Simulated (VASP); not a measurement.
Wanted: the native input for a VASP 6.6.1 run.

```
Task                   : single point
Functional             : PBEsol
Potentials or basis    : VASP PAW PBE potentials, release 64 (C)
Cutoff                 : 520 eV
k mesh                 : 13 × 13 × 13
Occupations            : fermi-dirac, width 0.05 eV
Spin                   : no spin polarisation
Dipole correction      : no
Further INCAR settings : ALGO = Normal; EDIFF = 1e-06; NBANDS = 11
```

The structure of C lies in POSCAR:

```
C
1.0
    0.0000000000      1.8003063666      1.8003063666
    1.8003063666      0.0000000000      1.8003063666
    1.8003063666      1.8003063666      0.0000000000
C
2
Direct
    0.5000000000      0.5000000000      0.5000000000
    0.7500000000      0.7500000000      0.7500000000
```

This cell differs from its parent crystal: volume scaled by 1.04.

These files were run (other wordings do the same):

INCAR

```
SYSTEM = C
ALGO = Normal
EDIFF = 1E-6
ENCUT = 520
GGA = PS
ISIF = 2
ISMEAR = -1
LASPH = .True.
LCHARG = .True.
LELF = .True.
LREAL = .False.
LVHAR = .True.
LWAVE = .False.
NBANDS = 11
NELM = 60
PREC = Accurate
SIGMA = 0.05
```

KPOINTS

```
k-points
0
Gamma
  13 13 13
  0 0 0
```

Potentials or basis: VASP PAW PBE potentials, release 64 (C).

The run is started by

```console
$ cat potpaw_PBE.64/C/POTCAR > POTCAR
$ mpirun -np 1 vasp_std > vasp.out
```

It gave:

```
Pressure               : -15.5 GPa
Band gap on the k mesh : 3.95 eV, indirect (least direct gap 5.46 eV)
```

Caveat: the PAW data sets were made with another functional, which shifts forces and pressure a little.

It took 19 s on 1 thread of AMD EPYC 7R43 64-Core Processor (Zen 3), with other jobs on the host, peak memory 0.08 GiB.
